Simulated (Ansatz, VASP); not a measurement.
## Two plane-wave programs on In

```xyz
1
Lattice="-1.9810 1.9810 1.9810 1.9810 -1.9810 1.9810 1.9810 1.9810 -1.9810" Properties=species:S:1:pos:R:3 pbc="T T T"
In    0.0000    0.0000    0.0000
```

Alike in both runs: task single point; functional revPBE; k mesh 13 × 13 × 13; occupations fermi-dirac, width 0.1 eV; no spin polarisation.

|  | VASP | Ansatz |
| --- | --- | --- |
| version | VASP 6.6.1 | Ansatz 0.2.0 |
| potentials or method | VASP PAW PBE potentials, release 64 (In_d), cutoff 520 eV | plane waves (420 eV) with PAW, scalar-relativistic |
| valence electrons in the cell | 13 | 13 |

|  | VASP | Ansatz | Ansatz less VASP |
| --- | --- | --- | --- |
| pressure (GPa) | -2.0 | -2.0 | +0.03 |

VASP's potentials were made for PBE, not for revPBE.
